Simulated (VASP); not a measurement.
# HfO2 (Fm-3m) in VASP: a series of runs

The runs below take HfO2 through single point, relaxation of cell and atoms, with PBE.

Program: VASP 6.6.1. These are calculated values, not measurements. Logs are shortened: lines on timing, memory, paths and dates and some standing lists are left out, and cuts for length are marked.

## (1) The cell of the first run

The structure is cubic, space group Fm-3m (No. 225). The conventional cell has a = 5.098 Å, b = 5.098 Å, c = 5.098 Å, α = 90.00°, β = 90.00°, γ = 90.00°. Within 2.9 Å of Hf (site symmetry m-3m) lie 8 O at 2.21 Å. Within 2.9 Å of O (site symmetry -43m) lie 4 Hf at 2.21 Å and 6 O at 2.55 Å.

## (2) Single point, PBE

Input file INCAR:

```
SYSTEM = HfO2
ALGO = Normal ; EDIFF = 1E-6
ENCUT = 600 ; GGA = PE
GGA_COMPAT = .FALSE. ; ISIF = 2
ISMEAR = 0 ; LASPH = .TRUE.
LCHARG = .FALSE. ; LREAL = .FALSE.
LWAVE = .FALSE. ; NBANDS = 18
NELM = 120 ; PREC = Accurate
SIGMA = 0.02
```

Input file KPOINTS:

```
k-points
0
G
  12 12 12
  0 0 0
```

Input file POSCAR:

```
HfO2
1.0
    0.0000000000      2.5488071064      2.5488071064
    2.5488071064      0.0000000000      2.5488071064
    2.5488071064      2.5488071064      0.0000000000
Hf O
1 2
Direct
    0.0000000000      0.0000000000      0.0000000000
    0.2500000000      0.2500000000      0.2500000000
    0.7500000000      0.7500000000      0.7500000000
```

Potentials or basis: VASP PAW PBE potentials, release 64 (Hf_pv, O).

On the command line:

```console
> cat potpaw_PBE.64/Hf_pv/POTCAR potpaw_PBE.64/O/POTCAR > POTCAR
> mpirun -np 1 vasp_std > vasp.out
```

OUTCAR:

```text
SYSTEM = HfO2
   EDIFF = 1E-6
   ENCUT = 600
   GGA = PE
   ISIF = 2
   ISMEAR = 0
   LASPH = .TRUE.
   LREAL = .FALSE.
   NELM = 120
   PREC = Accurate

 ion  position               nearest neighbor table
   1  0.000  0.000  0.000-   3 2.21   3 2.21   3 2.21   2 2.21   3 2.21   2 2.21   2 2.21   2 2.21

   2  0.250  0.250  0.250-   1 2.21   1 2.21   1 2.21   1 2.21
   3  0.750  0.750  0.750-   1 2.21   1 2.21   1 2.21   1 2.21

  LATTYP: Found a face centered cubic cell.
 ALAT       =     5.0976142128

  Lattice vectors:

 A1 = (   0.0000000000,   2.5488071064,   2.5488071064)
 A2 = (   2.5488071064,   0.0000000000,   2.5488071064)
 A3 = (   2.5488071064,   2.5488071064,   0.0000000000)

Analysis of symmetry for initial positions (statically):
=====================================================================
 Subroutine PRICEL returns:
 Original cell was already a primitive cell.

 Routine SETGRP: Setting up the symmetry group for a
 face centered cubic supercell.

 Subroutine GETGRP returns: Found 48 space group operations
 (whereof 48 operations were pure point group operations)
 out of a pool of 48 trial point group operations.

The static configuration has the point symmetry O_h .

Analysis of symmetry for dynamics (positions and initial velocities):
=====================================================================
 Subroutine PRICEL returns:
 Original cell was already a primitive cell.

 Routine SETGRP: Setting up the symmetry group for a
 face centered cubic supercell.

 Subroutine GETGRP returns: Found 48 space group operations
 (whereof 48 operations were pure point group operations)
 out of a pool of 48 trial point group operations.

The dynamic configuration has the point symmetry O_h .

 Subroutine INISYM returns: Found 48 space group operations
 (whereof 48 operations are pure point group operations),
 and found     1 'primitive' translations

----------------------------------------------------------------------------------------

                                     Primitive cell

  volume of cell :      33.1162

  direct lattice vectors                    reciprocal lattice vectors
     0.000000000  2.548807106  2.548807106    -0.196170200  0.196170200  0.196170200
     2.548807106  0.000000000  2.548807106     0.196170200 -0.196170200  0.196170200
     2.548807106  2.548807106  0.000000000     0.196170200  0.196170200 -0.196170200

  length of vectors
     3.604557578  3.604557578  3.604557578     0.339776753  0.339776753  0.339776753

  position of ions in fractional coordinates (direct lattice)
     0.000000000  0.000000000  0.000000000
     0.250000000  0.250000000  0.250000000
     0.750000000  0.750000000  0.750000000

  ion indices of the primitive-cell ions
   primitive index   ion index
                 1           1
                 2           2
                 3           3

----------------------------------------------------------------------------------------

 KPOINTS: k-points

Automatic generation of k-mesh.
 Grid dimensions read from file:
 generate k-points for:   12   12   12

 Generating k-lattice:

  Cartesian coordinates                     Fractional coordinates (reciprocal lattice)
    -0.016347517  0.016347517  0.016347517     0.083333333  0.000000000  0.000000000
     0.016347517 -0.016347517  0.016347517     0.000000000  0.083333333  0.000000000
     0.016347517  0.016347517 -0.016347517     0.000000000  0.000000000  0.083333333

  Length of vectors
     0.028314729  0.028314729  0.028314729

  Shift w.r.t. Gamma in fractional coordinates (k-lattice)
     0.000000000  0.000000000  0.000000000

 Subroutine IBZKPT returns following result:
 ===========================================

 Found     72 irreducible k-points:

 Following reciprocal coordinates:
            Coordinates               Weight
  0.000000  0.000000  0.000000      1.000000
  0.083333  0.000000  0.000000      8.000000
  0.166667  0.000000  0.000000      8.000000
  0.250000  0.000000  0.000000      8.000000
  0.333333  0.000000  0.000000      8.000000
  0.416667  0.000000  0.000000      8.000000
[... 16 lines left out ...]
  0.500000  0.166667  0.000000     24.000000
 -0.416667  0.166667  0.000000     24.000000
 [... further k-points ...]
   k-points           NKPTS =     72   k-points in BZ     NKDIM =     72   number of bands    NBANDS=     18
   number of dos      NEDOS =    301   number of ions     NIONS =      3
   total plane-waves  NPLWV =  27000
   dimension x,y,z NGX =    30 NGY =   30 NGZ =   30
   dimension x,y,z NGXF=    60 NGYF=   60 NGZF=   60
   ions per type =               1   2
   NGX,Y,Z   is equivalent  to a cutoff of  13.84, 13.84, 13.84 a.u.
   NGXF,Y,Z  is equivalent  to a cutoff of  27.67, 27.67, 27.67 a.u.
 SYSTEM =  HfO2
   PREC   = accura    normal or accurate (medium, high low for compatibility)
   ISTART =      0    job   : 0-new  1-cont  2-samecut
   ICHARG =      2    charge: 1-file 2-atom 10-const
   ISPIN  =      1    spin polarized calculation?
   LNONCOLLINEAR =      F non collinear calculations
   LSORBIT =      F    spin-orbit coupling
   LASPH  =      T    aspherical Exc in radial PAW
   ENCUT  =  600.0 eV  44.10 Ry    6.64 a.u.   7.20  7.20  7.20*2*pi/ulx,y,z
   NELM   =    120;   NELMIN=  2; NELMDL= -5     # of ELM steps
   EDIFF  = 0.1E-05   stopping-criterion for ELM
   LREAL  =      F    real-space projection
   EDIFFG = 0.1E-04   stopping-criterion for IOM
   NSW    =      0    number of steps for IOM
   IBRION =     -1    ionic relax: 0-MD 1-quasi-New 2-CG
   NFREE  =      0    steps in history (QN), initial steepest desc. (CG)
   ISIF   =      2    stress and relaxation
   ISYM   =      2    0-nonsym 1-usesym 2-fastsym
   POTIM  = 0.5000    time-step for ionic-motion
   TEBEG  =    0.0;   TEEND  =   0.0 temperature during run
   PSTRESS=    0.0 pullay stress
   NELECT =      22.0000    total number of electrons
   NUPDOWN=      -1.0000    fix difference up-down
   EMIN   =  10.00;   EMAX   =-10.00  energy-range for DOS
   EFERMI =   0.00;   METHOD = LEGACY
   ISMEAR =     0;   SIGMA  =   0.02  broadening in eV -4-tet -1-fermi 0-gaus
   EFERMI_NEDOS =   21; number of points for ismear=-14 and -15
   IALGO  =     38    algorithm
   IMIX   =      4    mixing-type and parameters
     AMIX     =   0.40;   BMIX     =  1.00
     AMIX_MAG =   1.60;   BMIX_MAG =  1.00
  volume/ion in A,a.u.               =      11.04        74.49
  Fermi-wavevector in a.u.,A,eV,Ry     =   1.428462  2.699402 27.762746  2.040504
  Thomas-Fermi vector in A             =   2.548521
   LORBIT       =      0    0 simple, 1 ext, 2 COOP (PROOUT), +10 PAW based schemes
   GGA     = PE    functional components
   LHFCALC =     F    Hartree Fock is set to
   AEXX    =    0.0000 exact exchange contribution
   IVDW    =     0    specifies the selected vdW correction
   LEPSILON=     F    determine dielectric tensor
   LRPA    =     F    only Hartree local field effects (RPA)
 non-spin polarized calculation
 Gauss-broadening in eV      SIGMA  =   0.02
  energy-cutoff  :      600.00
  volume of cell :       33.12
 maximum number of plane-waves:      1125
 NGX is ok and might be reduce to    30
   NGX = 15   NGY = 15   NGZ = 15

 number of electron      21.9999994 magnetization

 Free energy of the ion-electron system (eV)
  ---------------------------------------------------
  ext. energy  EPLUGINS =         0.00000000
  ---------------------------------------------------
  free energy    TOTEN  =       -30.24870599 eV

  energy without entropy =      -30.24870599  energy(sigma->0) =      -30.24870599

 E-fermi :   4.2986     XC(G=0): -11.7514

 val. band max:        4.1383669241   @ k =   0.5000   0.5000   0.0000
 cond. band min:       7.8971051726   @ k =   0.5000   0.5000   0.0000
 fundamental gap:      3.7587382485
 Fermi energy:         4.2986281316

 k-point     1 :       0.0000    0.0000    0.0000
  band No.  band energies     occupation
      1     -25.6234      2.00000
      2     -25.6234      2.00000
      3     -25.6234      2.00000
      4     -14.4916      2.00000
      5     -11.5409      2.00000
      6      -1.1044      2.00000
[... 10 lines left out ...]
     17      14.3559      0.00000
     18      17.5342      0.00000

 k-point     2 :       0.0833    0.0000    0.0000
  band No.  band energies     occupation
      1     -25.6520      2.00000
      2     -25.6265      2.00000
      3     -25.6265      2.00000
      4     -14.4004      2.00000
      5     -11.6170      2.00000
      6      -1.0373      2.00000
[... 10 lines left out ...]
     17      14.2339      0.00000
     18      17.5268      0.00000

 k-point     3 :       0.1667    0.0000    0.0000
  band No.  band energies     occupation
      1     -25.7287      2.00000
      2     -25.6350      2.00000
      3     -25.6350      2.00000
      4     -14.1512      2.00000
      5     -11.8103      2.00000
      6      -0.8513      2.00000
[... 10 lines left out ...]
     17      13.9444      0.00000
     18      17.3161      0.00000

 k-point     4 :       0.2500    0.0000    0.0000
  band No.  band energies     occupation
      1     -25.8302      2.00000
      2     -25.6466      2.00000
      3     -25.6466      2.00000
      4     -13.8166      2.00000
      5     -12.0364      2.00000
      6      -0.5917      2.00000
[... 10 lines left out ...]
     17      13.6394      0.00000
     18      16.6386      0.00000

 k-point     5 :       0.3333    0.0000    0.0000
  band No.  band energies     occupation
      1     -25.9283      2.00000
      2     -25.6582      2.00000
      3     -25.6582      2.00000
      4     -13.5080      2.00000
      5     -12.2011      2.00000
      6      -0.3314      2.00000
[... 10 lines left out ...]
     17      13.5730      0.00000
     18      16.1371      0.00000

 k-point     6 :       0.4167    0.0000    0.0000
  band No.  band energies     occupation
      1     -25.9980      2.00000
      2     -25.6666      2.00000
      3     -25.6666      2.00000
      4     -13.3297      2.00000
      5     -12.2519      2.00000
      6      -0.1475      2.00000
[... 10 lines left out ...]
     17      13.4168      0.00000
     18      16.2523      0.00000

 k-point     7 :       0.5000    0.0000    0.0000
  band No.  band energies     occupation
      1     -26.0231      2.00000
      2     -25.6697      2.00000
      3     -25.6697      2.00000
      4     -13.2828      2.00000
      5     -12.2473      2.00000
      6      -0.0832      2.00000
[... 10 lines left out ...]
     17      13.3446      0.00000
     18      16.4495      0.00000

 k-point     8 :       0.0833    0.0833    0.0000
  band No.  band energies     occupation
      1     -25.6544      2.00000
      2     -25.6311      2.00000
      3     -25.6311      2.00000
      4     -14.3693      2.00000
      5     -11.6425      2.00000
      6      -1.0310      2.00000
[... 10 lines left out ...]
     17      14.2100      0.00000
     18      17.5184      0.00000
[... 229 lines left out ...]
     17      13.7644      0.00000
     18      17.3161      0.00000

 k-point    20 :       0.2500    0.1667    0.0000
  band No.  band energies     occupation
      1     -25.8033      2.00000
      2     -25.6665      2.00000
      3     -25.6657      2.00000
      4     -13.7564      2.00000
      5     -12.0836      2.00000
      6      -0.6227      2.00000
[... 10 lines left out ...]
     17      13.5235      0.00000
     18      17.2307      0.00000

 k-point    21 :       0.3333    0.1667    0.0000
  band No.  band energies     occupation
      1     -25.8815      2.00000
      2     -25.6874      2.00000
      3     -25.6780      2.00000
      4     -13.4383      2.00000
      5     -12.2663      2.00000
      6      -0.4279      2.00000
[... 10 lines left out ...]
     17      13.7513      0.00000
     18      17.0182      0.00000

 k-point    22 :       0.4167    0.1667    0.0000
  band No.  band energies     occupation
      1     -25.9473      2.00000
      2     -25.7125      2.00000
      3     -25.6857      2.00000
      4     -13.1851      2.00000
      5     -12.3705      2.00000
      6      -0.4324      2.00000
[... 10 lines left out ...]
     17      14.3161      0.00000
     18      16.7474      0.00000

 k-point    23 :       0.5000    0.1667    0.0000
  band No.  band energies     occupation
      1     -25.9845      2.00000
      2     -25.7351      2.00000
      3     -25.6868      2.00000
      4     -13.0778      2.00000
      5     -12.3714      2.00000
      6      -0.5220      2.00000
[... 10 lines left out ...]
     17      14.4822      0.00000
     18      16.7396      0.00000

 k-point    24 :      -0.4167    0.1667    0.0000
  band No.  band energies     occupation
      1     -25.9853      2.00000
      2     -25.7480      2.00000
      3     -25.6810      2.00000
      4     -13.0715      2.00000
      5     -12.3629      2.00000
      6      -0.5643      2.00000
[... 10 lines left out ...]
     17      14.5038      0.00000
     18      16.7395      0.00000

 [... further k-points ...]
[... 5 lines left out ...]
  --------------------------------------------------------------------------------------
  -------------------------------------------------------------------------------------
  Total       -0.7992547     -0.7992547     -0.7992547      0.0000000      0.0000000     -0.0000000
  in kB      -38.6682818    -38.6682818    -38.6682818      0.0000000      0.0000000     -0.0000000
  external PRESSURE =     -38.6682818 kB  Pullay stress =       0.0000000 kB

 VOLUME and BASIS-vectors are now :
 -----------------------------------------------------------------------------
  energy-cutoff  :      600.00
  volume of cell :       33.12
      direct lattice vectors                 reciprocal lattice vectors
     0.000000000  2.548807106  2.548807106    -0.196170200  0.196170200  0.196170200
     2.548807106  0.000000000  2.548807106     0.196170200 -0.196170200  0.196170200
     2.548807106  2.548807106  0.000000000     0.196170200  0.196170200 -0.196170200

 POSITION                                       TOTAL-FORCE (eV/Angst)
 -----------------------------------------------------------------------------------
      0.00000      0.00000      0.00000         0.000000      0.000000     -0.000000
      1.27440      1.27440      1.27440         0.000000      0.000000     -0.000000
      3.82321      3.82321      3.82321        -0.000000     -0.000000      0.000000
 -----------------------------------------------------------------------------------
    total drift:                                0.000000     -0.000000      0.000000

  FREE ENERGIE OF THE ION-ELECTRON SYSTEM (eV)
  ---------------------------------------------------
  free  energy   TOTEN  =       -30.2487059851 eV

  energy  without entropy=      -30.2487059851  energy(sigma->0) =      -30.24870599
```

Run time: 80 s. Hardware: 1 thread of AMD EPYC 7R43 (Zen 3), shared host; peak memory 0.17 GiB.

Results:

| Quantity | Value |
| --- | --- |
| Free energy | -30.2487 eV |
| Pressure | -3.9 GPa |
| Band gap on the k mesh | 3.76 eV |

Levels at points of the mesh, in eV from the valence-band top:
| k point | band 7 | band 8 | band 9 | band 10 | band 11 | band 12 | band 13 | band 14 | band 15 | band 16 |
| --- | --- | --- | --- | --- | --- | --- | --- | --- | --- | --- |
| (0.00, 0.00, 0.00) | -5.24 | -5.24 | -0.60 | -0.60 | -0.60 | 3.84 | 3.84 | 5.71 | 10.22 | 10.22 |
| (0.50, 0.00, 0.00) | -4.22 | -3.02 | -2.69 | -1.81 | -1.81 | 4.55 | 4.55 | 6.83 | 9.01 | 9.21 |
| (0.50, 0.50, 0.00) | -3.42 | -3.42 | -1.50 | -1.50 | 0.00 | 3.76 | 5.42 | 6.49 | 8.02 | 8.02 |

Caveat: the cell stands under tension; spin-orbit coupling is left out, which moves the levels of the heavy elements. A k mesh can miss the band edges.

## (3) Relaxation of cell and atoms, PBE

This run uses another cell than the first one, of 11.15 Å³/atom.

Input file INCAR:

```
SYSTEM = HfO2
  PREC = Accurate
  ENCUT = 600
  EDIFF = 1E-7
  ISMEAR = 0
  SIGMA = 0.02
  LREAL = .FALSE.
  LASPH = .TRUE.
  NELM = 120
  ALGO = Normal
  ISIF = 3
  LWAVE = .FALSE.
  LCHARG = .FALSE.
  GGA = PE
  IBRION = 2
  NSW = 100
  EDIFFG = -0.002
  GGA_COMPAT = .FALSE.
  NELMIN = 4
```

Input file KPOINTS:

```
regular mesh
0
G
  12 12 12
  0 0 0
```

Input file POSCAR:

```
HfO2
1.0
    0.0000000000      2.5575000000      2.5575000000
    2.5575000000      0.0000000000      2.5575000000
    2.5575000000      2.5575000000      0.0000000000
Hf O
1 2
Direct
    0.0000000000      0.0000000000      0.0000000000
    0.2500000000      0.2500000000      0.2500000000
    0.7500000000      0.7500000000      0.7500000000
```

Potentials or basis: VASP PAW PBE potentials, release 64 (Hf_pv, O).

On the command line:

```console
> cat potpaw_PBE.64/Hf_pv/POTCAR potpaw_PBE.64/O/POTCAR > POTCAR
> mpirun -np 1 vasp_std > vasp.out
```

Run time: 3.4 min. Hardware: 1 thread of AMD EPYC 7R43 (Zen 3), shared host; peak memory 0.18 GiB.

The run converged. Its results:

| Item | Value |
| --- | --- |
| Free energy | -30.2561 eV |
| Relaxed volume | 10.86 Å³/atom |
| Relaxed cell | a = 3.585 Å, b = 3.585 Å, c = 3.585 Å, α = 60.00°, β = 60.00°, γ = 60.00° |
| Space group after relaxing (to 0.1 Å) | Fm-3m (No. 225) |
| Energy gained by relaxing | 5.7 meV/atom |
| Ionic steps | 6 |
| Pressure after relaxing | 0.0 GPa |
| Band gap on the k mesh | 3.80 eV |

Step by step:
```csv
step,energy change (eV),largest force (eV/Å),pressure (GPa),volume (Å³)
1,0.0000,0.0000,-6.23,33.46
2,0.0194,0.0000,10.19,31.40
3,-0.0172,0.0000,-0.05,32.60
4,-0.0172,0.0000,0.08,32.58
5,-0.0172,0.0000,-0.09,32.60
6,-0.0172,0.0000,0.01,32.59
```

Final structure:
```yaml
crystal:
  lattice:
    - [0.00000, 2.53525, 2.53525]
    - [2.53525, 0.00000, 2.53525]
    - [2.53525, 2.53525, 0.00000]
  atoms:
    - { symbol: Hf, position: [0.00000, 0.00000, 0.00000] }
    - { symbol: O, position: [0.25000, 0.25000, 0.25000] }
    - { symbol: O, position: [0.75000, 0.75000, 0.75000] }
```

Levels at points of the mesh, in eV from the valence-band top:
```
           k point  band 9  band 10  band 11  band 12  band 13  band 14
(0.00, 0.00, 0.00)   -0.61    -0.61    -0.61     3.88     3.88     5.84
(0.50, 0.00, 0.00)   -2.73    -1.83    -1.83     4.61     4.61     6.98
(0.50, 0.50, 0.00)   -1.53    -1.53     0.00     3.80     5.50     6.63
```

Caveat: spin-orbit coupling is left out, which moves the levels of the heavy elements. A k mesh can miss the band edges.
